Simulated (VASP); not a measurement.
# Ca (Fm-3m) in VASP: further runs, part 2 of 2

VASP 6.6.1.

## 3. Single point, PBE

This run uses another cell than the first one, of 42.19 Å³/atom.

INCAR

```
  PREC = Accurate
  ENCUT = 520
  EDIFF = 1E-6
  ISMEAR = 1
  SIGMA = 0.1
  LREAL = F
  LASPH = T
  NELM = 100
  ALGO = Normal
  ISIF = 2
  LWAVE = F
  LCHARG = F
  GGA = PE
  NBANDS = 11
```

KPOINTS

```
Automatic mesh
0
Gamma
  17 17 17
```

POSCAR

```
Ca
1.0
    0.0000000000      2.7629864125      2.7629864125
    2.7629864125      0.0000000000      2.7629864125
    2.7629864125      2.7629864125      0.0000000000
Ca
1
Direct
    0.0000000000      0.0000000000      0.0000000000
```

Potentials or basis: VASP PAW PBE potentials, release 64 (Ca_sv).

Command:

```
$ cat potpaw_PBE.64/Ca_sv/POTCAR > POTCAR
$ mpirun -np 1 vasp_std > vasp.out
```

OUTCAR:

```text
PREC = Accurate
   ENCUT = 520
   EDIFF = 1E-6
   ISMEAR = 1
   LREAL = F
   LASPH = T
   NELM = 100
   ISIF = 2
   GGA = PE

 ion  position               nearest neighbor table
   1  0.000  0.000  0.000-

  LATTYP: Found a face centered cubic cell.
 ALAT       =     5.5259728250

  Lattice vectors:

 A1 = (   0.0000000000,   2.7629864125,   2.7629864125)
 A2 = (   2.7629864125,   0.0000000000,   2.7629864125)
 A3 = (   2.7629864125,   2.7629864125,   0.0000000000)

Analysis of symmetry for initial positions (statically):
=====================================================================
 Subroutine PRICEL returns:
 Original cell was already a primitive cell.

 Routine SETGRP: Setting up the symmetry group for a
 face centered cubic supercell.

 Subroutine GETGRP returns: Found 48 space group operations
 (whereof 48 operations were pure point group operations)
 out of a pool of 48 trial point group operations.

The static configuration has the point symmetry O_h .

Analysis of symmetry for dynamics (positions and initial velocities):
=====================================================================
 Subroutine PRICEL returns:
 Original cell was already a primitive cell.

 Routine SETGRP: Setting up the symmetry group for a
 face centered cubic supercell.

 Subroutine GETGRP returns: Found 48 space group operations
 (whereof 48 operations were pure point group operations)
 out of a pool of 48 trial point group operations.

The dynamic configuration has the point symmetry O_h .

 Subroutine INISYM returns: Found 48 space group operations
 (whereof 48 operations are pure point group operations),
 and found     1 'primitive' translations

----------------------------------------------------------------------------------------

                                     Primitive cell

  volume of cell :      42.1858

  direct lattice vectors                    reciprocal lattice vectors
     0.000000000  2.762986413  2.762986413    -0.180963612  0.180963612  0.180963612
     2.762986413  0.000000000  2.762986413     0.180963612 -0.180963612  0.180963612
     2.762986413  2.762986413  0.000000000     0.180963612  0.180963612 -0.180963612

  length of vectors
     3.907452857  3.907452857  3.907452857     0.313438170  0.313438170  0.313438170

  position of ions in fractional coordinates (direct lattice)
     0.000000000  0.000000000  0.000000000

  ion indices of the primitive-cell ions
   primitive index   ion index
                 1           1

----------------------------------------------------------------------------------------

 KPOINTS: Automatic mesh

Automatic generation of k-mesh.
 Grid dimensions read from file:
 generate k-points for:   17   17   17

 Generating k-lattice:

  Cartesian coordinates                     Fractional coordinates (reciprocal lattice)
    -0.010644918  0.010644918  0.010644918     0.058823529  0.000000000  0.000000000
     0.010644918 -0.010644918  0.010644918     0.000000000  0.058823529  0.000000000
     0.010644918  0.010644918 -0.010644918     0.000000000  0.000000000  0.058823529

  Length of vectors
     0.018437539  0.018437539  0.018437539

  Shift w.r.t. Gamma in fractional coordinates (k-lattice)
     0.000000000  0.000000000  0.000000000

 Subroutine IBZKPT returns following result:
 ===========================================

 Found    165 irreducible k-points:

 Following reciprocal coordinates:
            Coordinates               Weight
  0.000000  0.000000  0.000000      1.000000
  0.058824  0.000000  0.000000      8.000000
  0.117647  0.000000  0.000000      8.000000
  0.176471  0.000000  0.000000      8.000000
  0.235294  0.000000  0.000000      8.000000
  0.294118  0.000000  0.000000      8.000000
[... 16 lines left out ...]
 -0.176471  0.058824  0.000000     24.000000
 -0.117647  0.058824  0.000000     24.000000
 [... further k-points ...]
   k-points           NKPTS =    165   k-points in BZ     NKDIM =    165   number of bands    NBANDS=     11
   number of dos      NEDOS =    301   number of ions     NIONS =      1
   total plane-waves  NPLWV =  27000
   dimension x,y,z NGX =    30 NGY =   30 NGZ =   30
   dimension x,y,z NGXF=    60 NGYF=   60 NGZF=   60
   ions per type =               1
   NGX,Y,Z   is equivalent  to a cutoff of  12.76, 12.76, 12.76 a.u.
   NGXF,Y,Z  is equivalent  to a cutoff of  25.53, 25.53, 25.53 a.u.
 SYSTEM =  unknown system
   PREC   = accura    normal or accurate (medium, high low for compatibility)
   ISTART =      0    job   : 0-new  1-cont  2-samecut
   ICHARG =      2    charge: 1-file 2-atom 10-const
   ISPIN  =      1    spin polarized calculation?
   LNONCOLLINEAR =      F non collinear calculations
   LSORBIT =      F    spin-orbit coupling
   LASPH  =      T    aspherical Exc in radial PAW
   ENCUT  =  520.0 eV  38.22 Ry    6.18 a.u.   7.27  7.27  7.27*2*pi/ulx,y,z
   NELM   =    100;   NELMIN=  2; NELMDL= -5     # of ELM steps
   EDIFF  = 0.1E-05   stopping-criterion for ELM
   LREAL  =      F    real-space projection
   EDIFFG = 0.1E-04   stopping-criterion for IOM
   NSW    =      0    number of steps for IOM
   IBRION =     -1    ionic relax: 0-MD 1-quasi-New 2-CG
   NFREE  =      0    steps in history (QN), initial steepest desc. (CG)
   ISIF   =      2    stress and relaxation
   ISYM   =      2    0-nonsym 1-usesym 2-fastsym
   POTIM  = 0.5000    time-step for ionic-motion
   TEBEG  =    0.0;   TEEND  =   0.0 temperature during run
   PSTRESS=    0.0 pullay stress
   NELECT =      10.0000    total number of electrons
   NUPDOWN=      -1.0000    fix difference up-down
   EMIN   =  10.00;   EMAX   =-10.00  energy-range for DOS
   EFERMI =   0.00;   METHOD = LEGACY
   ISMEAR =     1;   SIGMA  =   0.10  broadening in eV -4-tet -1-fermi 0-gaus
   EFERMI_NEDOS =   21; number of points for ismear=-14 and -15
   IALGO  =     38    algorithm
   IMIX   =      4    mixing-type and parameters
     AMIX     =   0.40;   BMIX     =  1.00
     AMIX_MAG =   1.60;   BMIX_MAG =  1.00
  volume/ion in A,a.u.               =      42.19       284.68
  Fermi-wavevector in a.u.,A,eV,Ry     =   1.013179  1.914630 13.966805  1.026531
  Thomas-Fermi vector in A             =   2.146332
   LORBIT       =      0    0 simple, 1 ext, 2 COOP (PROOUT), +10 PAW based schemes
   GGA     = PE    functional components
   LHFCALC =     F    Hartree Fock is set to
   AEXX    =    0.0000 exact exchange contribution
   IVDW    =     0    specifies the selected vdW correction
   LEPSILON=     F    determine dielectric tensor
   LRPA    =     F    only Hartree local field effects (RPA)
 non-spin polarized calculation
 Methfessel and Paxton  Order N= 1 SIGMA  =   0.10
  energy-cutoff  :      520.00
  volume of cell :       42.19
 maximum number of plane-waves:      1152
 NGX is ok and might be reduce to    30
   NGX = 15   NGY = 15   NGZ = 15

 number of electron      10.0000000 magnetization

 Free energy of the ion-electron system (eV)
  ---------------------------------------------------
  ext. energy  EPLUGINS =         0.00000000
  ---------------------------------------------------
  free energy    TOTEN  =        -1.92916607 eV

  energy without entropy =       -1.92823868  energy(sigma->0) =       -1.92885694

 E-fermi :   1.9591     XC(G=0):  -7.7373

 val. band max:        1.9591025769   @ k =  -0.3529   0.3529   0.0000
 cond. band min:       1.9691051817   @ k =  -0.3529   0.4118   0.1176
 fundamental gap:      0.0100026048
 Fermi energy:         1.9591033214

 k-point     1 :       0.0000    0.0000    0.0000
  band No.  band energies     occupation
      1     -40.0597      2.00000
      2     -20.9763      2.00000
      3     -20.9763      2.00000
      4     -20.9763      2.00000
      5      -2.0654      2.00000
      6       4.2966      0.00000
      7       4.2966      0.00000
      8       4.2966      0.00000
      9       5.3662      0.00000
     10       5.3662      0.00000
     11      11.0810      0.00000
[... 309 lines left out ...]
 k-point    24 :      -0.1176    0.0588    0.0000
  band No.  band energies     occupation
      1     -40.0569      2.00000
      2     -21.0029      2.00000
      3     -20.9834      2.00000
      4     -20.9788      2.00000
      5      -1.6947      2.00000
      6       3.9328     -0.00000
      7       4.3884      0.00000
      8       4.4392      0.00000
      9       5.1705      0.00000
     10       5.3735      0.00000
     11      11.1278      0.00000

 [... further k-points ...]

------------------------ aborting loop because EDIFF is reached ----------------------------------------

  FORCE on cell =-STRESS in cart. coord.  units (eV):
  Direction    XX          YY          ZZ          XY          YZ          ZX
  --------------------------------------------------------------------------------------
  -------------------------------------------------------------------------------------
  Total        0.0002261      0.0002261      0.0002261     -0.0000000     -0.0000000      0.0000000
  in kB        0.0085872      0.0085872      0.0085872     -0.0000000     -0.0000000      0.0000000
  external PRESSURE =       0.0085872 kB  Pullay stress =       0.0000000 kB

 VOLUME and BASIS-vectors are now :
 -----------------------------------------------------------------------------
  energy-cutoff  :      520.00
  volume of cell :       42.19
      direct lattice vectors                 reciprocal lattice vectors
     0.000000000  2.762986413  2.762986413    -0.180963612  0.180963612  0.180963612
     2.762986413  0.000000000  2.762986413     0.180963612 -0.180963612  0.180963612
     2.762986413  2.762986413  0.000000000     0.180963612  0.180963612 -0.180963612

 POSITION                                       TOTAL-FORCE (eV/Angst)
 -----------------------------------------------------------------------------------
      0.00000      0.00000      0.00000        -0.000000     -0.000000     -0.000000
 -----------------------------------------------------------------------------------
    total drift:                               -0.000000     -0.000000     -0.000000

  FREE ENERGIE OF THE ION-ELECTRON SYSTEM (eV)
  ---------------------------------------------------
  free  energy   TOTEN  =        -1.9291660738 eV

  energy  without entropy=       -1.9282386769  energy(sigma->0) =       -1.92885694
```

Run time: 62 s. Hardware: 1 thread of Oxide Virtual Turin-like, shared host; peak memory 0.19 GiB.

What came out:

```
Free energy            : -1.9292 eV
Pressure               : 0.0 GPa
Band gap on the k mesh : zero (bands 5 and 6 overlap by 0.30 eV)
```
